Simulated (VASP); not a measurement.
Here is a VASP 6.6.1 calculation.

File INCAR:

```
PREC     = Accurate       # precision mode
ENCUT    = 520            # plane-wave cutoff, eV
EDIFF    = 1E-6           # SCF threshold, eV
ISMEAR   = 0              # smearing method
SIGMA    = 0.15           # smearing width, eV
LREAL    = False          # projectors in reciprocal space
LASPH    = True           # aspherical terms in the spheres
NELM     = 150            # most SCF steps
ALGO     = Normal         # electronic algorithm
ISIF     = 2              # what is computed and relaxed
LWAVE    = False          # write WAVECAR
LCHARG   = False          # write CHGCAR
ISPIN    = 2              # spin polarisation
MAGMOM   = 0 0 0.25       # initial moments
LORBIT   = 11             # projections on sites
NUPDOWN  = 0.25           # fixed moment
LMAXMIX  = 4              # l up to which the mixer works
GGA      = PE             # functional
NBANDS   = 20             # bands
```

Contents of KPOINTS:

```
regular mesh
0
Gamma
  14 14 14
```

The input POSCAR:

```
Si2Ni
1.0
    0.0000000000      2.8279930165      2.8279930165
    2.8279930165      0.0000000000      2.8279930165
    2.8279930165      2.8279930165      0.0000000000
Si Ni
2 1
Direct
    0.2500000000      0.2500000000      0.2500000000
    0.7500000000      0.7500000000      0.7500000000
    0.0000000000      0.0000000000      0.0000000000
```

Potentials or basis: VASP PAW PBE potentials, release 64 (Si, Ni).

Run with:

```sh
$ cat potpaw_PBE.64/Si/POTCAR potpaw_PBE.64/Ni/POTCAR > POTCAR
$ mpirun -np 1 vasp_std > vasp.out
```

Problem. Estimate the pressure.

Solution. -12.5 GPa.

Caveat: the cell stands under tension; the total moment is fixed, so each spin has its own Fermi level and the state may be an excited one.
